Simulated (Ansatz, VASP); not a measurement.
LiF in VASP and in Ansatz

```
CELL_PARAMETERS angstrom
2.54117 0.00000 0.00000
0.00000 2.54117 0.00000
0.00000 0.00000 2.54117
ATOMIC_POSITIONS crystal
Li 0.00000 0.00000 0.00000
F 0.50000 0.50000 0.50000
```

Alike in both runs: task single point; functional r2SCAN; k mesh 8 × 8 × 8; no spin polarisation.

|  | VASP | Ansatz |
| --- | --- | --- |
| version | VASP 6.6.1 | Ansatz 0.2.0 |
| potentials or method | VASP PAW PBE potentials, release 64 (Li_sv, F) | plane waves, PAW |
| plane-wave cutoff (eV) | 520 | 500 |
| occupations | gaussian, width 0.01 eV | fixed |
| valence electrons in the cell | 10 | 10 |

|  | VASP | Ansatz | Ansatz less VASP |
| --- | --- | --- | --- |
| gap on the k mesh at the Fermi level (eV) | 8.83 | 8.65 | -0.178 |

VASP's potentials were made for PBE, not for r2SCAN.

Noted on VASP's run: the cutoff is short for stress, so the pressure is rough.
